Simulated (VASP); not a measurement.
# CaBr (P-6m2) in VASP: further runs

CaBr is run at these levels: LDA; tasks: single point.

Everything below comes from runs of VASP 6.6.1. Logs are shortened: lines on timing, memory, paths and dates and some standing lists are left out, and cuts for length are marked.

## 1. The cell of the first run

It takes space group P-6m2 (No. 187, hexagonal). The conventional cell has a = 3.917 Å, b = 3.917 Å, c = 4.341 Å, α = 90.00°, β = 90.00°, γ = 120.00°. Ca (site symmetry -6m2) has 6 Br at 3.13 Å and 6 Ca at 3.92 Å within 4.1 Å. Br (site symmetry -6m2) has 6 Ca at 3.13 Å and 6 Br at 3.92 Å within 4.1 Å.

## 2. Single point, LDA

The input, INCAR:

```
SYSTEM = CaBr
PREC = Accurate
ENCUT = 520
EDIFF = 1E-6
ISMEAR = -1
SIGMA = 0.1
LREAL = .FALSE.
LASPH = .TRUE.
NELM = 60
ALGO = Normal
ISIF = 2
LWAVE = .FALSE.
LCHARG = .FALSE.
NBANDS = 16
```

The input, KPOINTS:

```
regular mesh
0
G
  3 3 3
  0 0 0
```

The input, POSCAR:

```
CaBr
1.0
    3.9170220000      0.0000000000      0.0000000000
   -1.9585110000      3.3922410000      0.0000000000
    0.0000000000      0.0000000000      4.3410340000
Ca Br
1 1
Direct
    0.0000000000      0.0000000000      0.0000000000
    0.3333333333      0.6666666667      0.5000000000
```

Potentials or basis: VASP PAW LDA potentials, release 64 (Ca_sv, Br).

The run is started by

```console
$ cat potpaw_LDA.64/Ca_sv/POTCAR potpaw_LDA.64/Br/POTCAR > POTCAR
$ mpirun -np 1 vasp_std > vasp.out
```

OUTCAR:

```text
SYSTEM = CaBr
   PREC = Accurate
   ENCUT = 520
   EDIFF = 1E-6
   ISMEAR = -1
   LREAL = .FALSE.
   LASPH = .TRUE.
   NELM = 60
   ISIF = 2

 ion  position               nearest neighbor table
   1  0.000  0.000  0.000-
   2  0.333  0.667  0.500-

  LATTYP: Found a hexagonal cell.
 ALAT       =     3.9170220000
 C/A-ratio  =     1.1082485623

  Lattice vectors:

 A1 = (   3.9170220000,   0.0000000000,   0.0000000000)
 A2 = (  -1.9585110000,   3.3922410000,   0.0000000000)
 A3 = (   0.0000000000,   0.0000000000,   4.3410340000)

Analysis of symmetry for initial positions (statically):
=====================================================================
 Subroutine PRICEL returns:
 Original cell was already a primitive cell.

 Routine SETGRP: Setting up the symmetry group for a
 hexagonal supercell.

 Subroutine GETGRP returns: Found 12 space group operations
 (whereof 12 operations were pure point group operations)
 out of a pool of 24 trial point group operations.

The static configuration has the point symmetry D_3h.

Analysis of symmetry for dynamics (positions and initial velocities):
=====================================================================
 Subroutine PRICEL returns:
 Original cell was already a primitive cell.

 Routine SETGRP: Setting up the symmetry group for a
 hexagonal supercell.

 Subroutine GETGRP returns: Found 12 space group operations
 (whereof 12 operations were pure point group operations)
 out of a pool of 24 trial point group operations.

The dynamic configuration has the point symmetry D_3h.

 Subroutine INISYM returns: Found 12 space group operations
 (whereof 12 operations are pure point group operations),
 and found     1 'primitive' translations

----------------------------------------------------------------------------------------

                                     Primitive cell

  volume of cell :      57.6814

  direct lattice vectors                    reciprocal lattice vectors
     3.917022000  0.000000000  0.000000000     0.255295988  0.147395188  0.000000000
    -1.958511000  3.392241000  0.000000000     0.000000000  0.294790376  0.000000000
     0.000000000  0.000000000  4.341034000     0.000000000  0.000000000  0.230359864

  length of vectors
     3.917022000  3.917022382  4.341034000     0.294790405  0.294790376  0.230359864

  position of ions in fractional coordinates (direct lattice)
     0.000000000  0.000000000  0.000000000
     0.333333333  0.666666667  0.500000000

  ion indices of the primitive-cell ions
   primitive index   ion index
                 1           1
                 2           2

----------------------------------------------------------------------------------------

 KPOINTS: regular mesh

Automatic generation of k-mesh.
 Grid dimensions read from file:
 generate k-points for:    3    3    3

 Generating k-lattice:

  Cartesian coordinates                     Fractional coordinates (reciprocal lattice)
     0.085098663  0.049131729  0.000000000     0.333333333  0.000000000  0.000000000
     0.000000000  0.098263459  0.000000000     0.000000000  0.333333333  0.000000000
     0.000000000  0.000000000  0.076786621     0.000000000  0.000000000  0.333333333

  Length of vectors
     0.098263468  0.098263459  0.076786621

  Shift w.r.t. Gamma in fractional coordinates (k-lattice)
     0.000000000  0.000000000  0.000000000

 Subroutine IBZKPT returns following result:
 ===========================================

 Found      6 irreducible k-points:

 Following reciprocal coordinates:
            Coordinates               Weight
  0.000000  0.000000  0.000000      1.000000
  0.333333  0.000000  0.000000      6.000000
  0.333333  0.333333  0.000000      2.000000
  0.000000  0.000000  0.333333      2.000000
  0.333333  0.000000  0.333333     12.000000
  0.333333  0.333333  0.333333      4.000000
   k-points           NKPTS =      6   k-points in BZ     NKDIM =      6   number of bands    NBANDS=     16
   number of dos      NEDOS =    301   number of ions     NIONS =      2
   total plane-waves  NPLWV =  28800
   dimension x,y,z NGX =    30 NGY =   30 NGZ =   32
   dimension x,y,z NGXF=    60 NGYF=   60 NGZF=   64
   ions per type =               1   1
   NGX,Y,Z   is equivalent  to a cutoff of  12.73, 12.73, 12.25 a.u.
   NGXF,Y,Z  is equivalent  to a cutoff of  25.47, 25.47, 24.51 a.u.
 SYSTEM =  CaBr
   PREC   = accura    normal or accurate (medium, high low for compatibility)
   ISTART =      0    job   : 0-new  1-cont  2-samecut
   ICHARG =      2    charge: 1-file 2-atom 10-const
   ISPIN  =      1    spin polarized calculation?
   LNONCOLLINEAR =      F non collinear calculations
   LSORBIT =      F    spin-orbit coupling
   LASPH  =      T    aspherical Exc in radial PAW
   ENCUT  =  520.0 eV  38.22 Ry    6.18 a.u.   7.28  7.28  8.07*2*pi/ulx,y,z
   NELM   =     60;   NELMIN=  2; NELMDL= -5     # of ELM steps
   EDIFF  = 0.1E-05   stopping-criterion for ELM
   LREAL  =      F    real-space projection
   EDIFFG = 0.1E-04   stopping-criterion for IOM
   NSW    =      0    number of steps for IOM
   IBRION =     -1    ionic relax: 0-MD 1-quasi-New 2-CG
   NFREE  =      0    steps in history (QN), initial steepest desc. (CG)
   ISIF   =      2    stress and relaxation
   ISYM   =      2    0-nonsym 1-usesym 2-fastsym
   POTIM  = 0.5000    time-step for ionic-motion
   TEBEG  =    0.0;   TEEND  =   0.0 temperature during run
   PSTRESS=    0.0 pullay stress
   NELECT =      17.0000    total number of electrons
   NUPDOWN=      -1.0000    fix difference up-down
   EMIN   =  10.00;   EMAX   =-10.00  energy-range for DOS
   EFERMI =   0.00;   METHOD = LEGACY
   ISMEAR =    -1;   SIGMA  =   0.10  broadening in eV -4-tet -1-fermi 0-gaus
   EFERMI_NEDOS =   21; number of points for ismear=-14 and -15
   IALGO  =     38    algorithm
   IMIX   =      4    mixing-type and parameters
     AMIX     =   0.40;   BMIX     =  1.00
     AMIX_MAG =   1.60;   BMIX_MAG =  1.00
  volume/ion in A,a.u.               =      28.84       194.63
  Fermi-wavevector in a.u.,A,eV,Ry     =   1.089463  2.058787 16.149160  1.186930
  Thomas-Fermi vector in A             =   2.225667
   LORBIT       =      0    0 simple, 1 ext, 2 COOP (PROOUT), +10 PAW based schemes
   GGA     = CA    functional components
   LHFCALC =     F    Hartree Fock is set to
   AEXX    =    0.0000 exact exchange contribution
   IVDW    =     0    specifies the selected vdW correction
   LEPSILON=     F    determine dielectric tensor
   LRPA    =     F    only Hartree local field effects (RPA)
 non-spin polarized calculation
  energy-cutoff  :      520.00
  volume of cell :       57.68
 maximum number of plane-waves:      1560
 NGX is ok and might be reduce to    30
   NGX = 15   NGY = 15   NGZ = 17

 number of electron      16.9999998 magnetization

 Free energy of the ion-electron system (eV)
  ---------------------------------------------------
  ext. energy  EPLUGINS =         0.00000000
  ---------------------------------------------------
  free energy    TOTEN  =        -7.02479693 eV

  energy without entropy =       -6.94719776  energy(sigma->0) =       -6.98599734

 E-fermi :   4.4393     XC(G=0):  -9.1496

 val. band max:        4.4140930666   @ k =   0.3333   0.0000   0.3333
 cond. band min:       4.7711265555   @ k =   0.0000   0.0000   0.3333
 fundamental gap:      0.3570334889
 Fermi energy:         4.4393108830

 k-point     1 :       0.0000    0.0000    0.0000
  band No.  band energies     occupation
      1     -37.3222      2.00000
      2     -18.6838      2.00000
      3     -18.5700      2.00000
      4     -18.5700      2.00000
      5     -13.0774      2.00000
      6      -1.0192      2.00000
      7      -0.0221      2.00000
      8      -0.0221      2.00000
      9       2.6246      2.00000
     10       4.8785      0.02446
     11       6.7648      0.00000
     12       6.7648      0.00000
     13       7.2395      0.00000
     14       7.2395      0.00000
     15      10.4342      0.00000
     16      11.0150      0.00000

 k-point     2 :       0.3333    0.0000    0.0000
  band No.  band energies     occupation
      1     -37.3144      2.00000
      2     -18.6755      2.00000
      3     -18.6676      2.00000
      4     -18.5921      2.00000
      5     -12.7957      2.00000
      6      -1.9501      2.00000
      7      -0.9853      2.00000
      8      -0.3129      2.00000
      9       4.1784      1.86283
     10       5.3760      0.00017
     11       6.8332      0.00000
     12       6.8358      0.00000
     13       7.0369      0.00000
     14       7.6513      0.00000
     15       9.9703      0.00000
     16      10.8020      0.00000

 k-point     3 :       0.3333    0.3333    0.0000
  band No.  band energies     occupation
      1     -37.3104      2.00000
      2     -18.6775      2.00000
      3     -18.6596      2.00000
      4     -18.6529      2.00000
      5     -12.6491      2.00000
      6      -1.8653      2.00000
      7      -1.5667      2.00000
      8      -0.9461      2.00000
      9       5.5031      0.00005
     10       5.5080      0.00005
     11       5.6923      0.00001
     12       6.7997      0.00000
     13       8.2081      0.00000
     14       9.6002      0.00000
     15       9.7720      0.00000
     16      10.3359      0.00000

 k-point     4 :       0.0000    0.0000    0.3333
  band No.  band energies     occupation
      1     -37.3210      2.00000
      2     -18.7369      2.00000
      3     -18.5676      2.00000
      4     -18.5676      2.00000
      5     -12.9226      2.00000
      6      -2.2922      2.00000
      7       0.0328      2.00000
      8       0.0328      2.00000
      9       4.7711      0.06991
     10       5.7974      0.00000
     11       6.1366      0.00000
     12       6.1366      0.00000
     13       7.1456      0.00000
     14       7.1456      0.00000
     15       9.3247      0.00000
     16      12.1734      0.00000

 k-point     5 :       0.3333    0.0000    0.3333
  band No.  band energies     occupation
      1     -37.3133      2.00000
      2     -18.7033      2.00000
      3     -18.6623      2.00000
      4     -18.5890      2.00000
      5     -12.7513      2.00000
      6      -1.8432      2.00000
      7      -1.5624      2.00000
      8      -0.3970      2.00000
      9       4.4141      1.12543
     10       6.0540      0.00000
     11       6.6980      0.00000
     12       7.0819      0.00000
     13       7.8286      0.00000
     14       8.0435      0.00000
     15       9.1989      0.00000
     16      10.8557      0.00000

 k-point     6 :       0.3333    0.3333    0.3333
  band No.  band energies     occupation
      1     -37.3094      2.00000
      2     -18.6856      2.00000
      3     -18.6617      2.00000
      4     -18.6484      2.00000
      5     -12.6599      2.00000
      6      -1.6520      2.00000
      7      -1.5092      2.00000
      8      -1.4581      2.00000
      9       4.8334      0.03810
     10       6.6691      0.00000
     11       7.1299      0.00000
     12       7.2619      0.00000
     13       7.6193      0.00000
     14       7.7830      0.00000
     15       9.3586      0.00000
     16      10.6765      0.00000

------------------------ aborting loop because EDIFF is reached ----------------------------------------

  FORCE on cell =-STRESS in cart. coord.  units (eV):
  Direction    XX          YY          ZZ          XY          YZ          ZX
  --------------------------------------------------------------------------------------
  -------------------------------------------------------------------------------------
  Total       -0.9986123     -0.9986126     -1.8394254      0.0000000      0.0000000      0.0000000
  in kB      -27.7377743    -27.7377815    -51.0924666      0.0000000      0.0000000      0.0000000
  external PRESSURE =     -35.5226741 kB  Pullay stress =       0.0000000 kB

 VOLUME and BASIS-vectors are now :
 -----------------------------------------------------------------------------
  energy-cutoff  :      520.00
  volume of cell :       57.68
      direct lattice vectors                 reciprocal lattice vectors
     3.917022000  0.000000000  0.000000000     0.255295988  0.147395188  0.000000000
    -1.958511000  3.392241000  0.000000000     0.000000000  0.294790376  0.000000000
     0.000000000  0.000000000  4.341034000     0.000000000  0.000000000  0.230359864

 POSITION                                       TOTAL-FORCE (eV/Angst)
 -----------------------------------------------------------------------------------
      0.00000      0.00000      0.00000        -0.000000     -0.000000      0.000000
     -0.00000      2.26149      2.17052         0.000000      0.000000      0.000000
 -----------------------------------------------------------------------------------
    total drift:                                0.000000      0.000001     -0.000000

  FREE ENERGIE OF THE ION-ELECTRON SYSTEM (eV)
  ---------------------------------------------------
  free  energy   TOTEN  =        -7.0247969325 eV

  energy  without entropy=       -6.9471977553  energy(sigma->0) =       -6.98599734
```

Run time: 3.6 s. Hardware: 1 thread of Intel Xeon Platinum 8559C (Emerald Rapids), shared host; peak memory 0.14 GiB.

What came out:

```yaml
Free_energy: -7.0248 eV
Pressure: -3.6 GPa
```

Levels at points of the mesh, in eV from the Fermi level:
```csv
k point,band 6,band 7,band 8,band 9,band 10,band 11
"(0.00, 0.00, 0.00)",-5.46,-4.46,-4.46,-1.81,0.44,2.33
```

Caveat: the k points lie up to 0.62 Å⁻¹ apart; an odd number of electrons without spin polarisation forces a metal; a magnetic or distorted state may lie lower.

## 3. Single point, LDA

The input, INCAR:

```
PREC = Accurate
ENCUT = 520
EDIFF = 1E-6
ISMEAR = -1
SIGMA = 0.1
LREAL = F
LASPH = T
NELM = 100
ALGO = Normal
ISIF = 2
LWAVE = F
LCHARG = T
LELF = T
LVHAR = T
NBANDS = 16
```

The input, KPOINTS:

```
Automatic mesh
0
Gamma
  7 7 5
```

POSCAR is that of step 2.

Potentials or basis: VASP PAW LDA potentials, release 64 (Ca_sv, Br).

The run is started by

```console
$ cat potpaw_LDA.64/Ca_sv/POTCAR potpaw_LDA.64/Br/POTCAR > POTCAR
$ mpirun -np 1 vasp_std > vasp.out
```

Run time: 9.8 s. Hardware: 1 thread of Intel Xeon Platinum 8559C (Emerald Rapids), shared host; peak memory 0.16 GiB.

Results (log left out):

```
Free energy : -7.0385 eV
Pressure    : -3.1 GPa
```

Stress tensor (GPa, compression positive):
```
-3.08  0.00  0.00
 0.00 -3.08  0.00
 0.00  0.00 -3.26
```

Levels at points of the mesh, in eV from the Fermi level:
```
           k point  band 7  band 8  band 9  band 10  band 11  band 12
(0.00, 0.00, 0.00)   -4.53   -4.53   -1.87     0.37     2.25     2.25
```

Caveat: an odd number of electrons without spin polarisation forces a metal; a magnetic or distorted state may lie lower.

## 4. Single point, LDA

The input, INCAR:

```
PREC = Accurate ; ENCUT = 520
EDIFF = 1E-6 ; ISMEAR = -1
SIGMA = 0.1 ; LREAL = False
LASPH = True ; NELM = 60
ALGO = Normal ; ISIF = 2
LWAVE = False ; LCHARG = True
GGA = CA ; LELF = True
LVHAR = True ; NBANDS = 16
```

The input, KPOINTS:

```
regular mesh
0
Gamma
  7 7 5
```

POSCAR is that of step 3.

The run is started by

```console
$ cat potpaw_LDA.64/Ca_sv/POTCAR potpaw_LDA.64/Br/POTCAR > POTCAR
$ mpirun -np 1 vasp_std > vasp.out
```

Wall time 10 s (1 thread of Intel Xeon Platinum 8559C (Emerald Rapids), shared host); peak memory 0.16 GiB.

It converged, with:

```
Free energy : -7.0385 eV
Pressure    : -3.1 GPa
```

Stress tensor (GPa, compression positive):
```
-3.08  0.00  0.00
 0.00 -3.08  0.00
 0.00  0.00 -3.26
```

Levels at points of the mesh, in eV from the Fermi level:
```tsv
k point	band 7	band 8	band 9	band 10	band 11	band 12
(0.00, 0.00, 0.00)	-4.53	-4.53	-1.87	0.37	2.25	2.25
```

Caveat: an odd number of electrons without spin polarisation forces a metal; a magnetic or distorted state may lie lower.
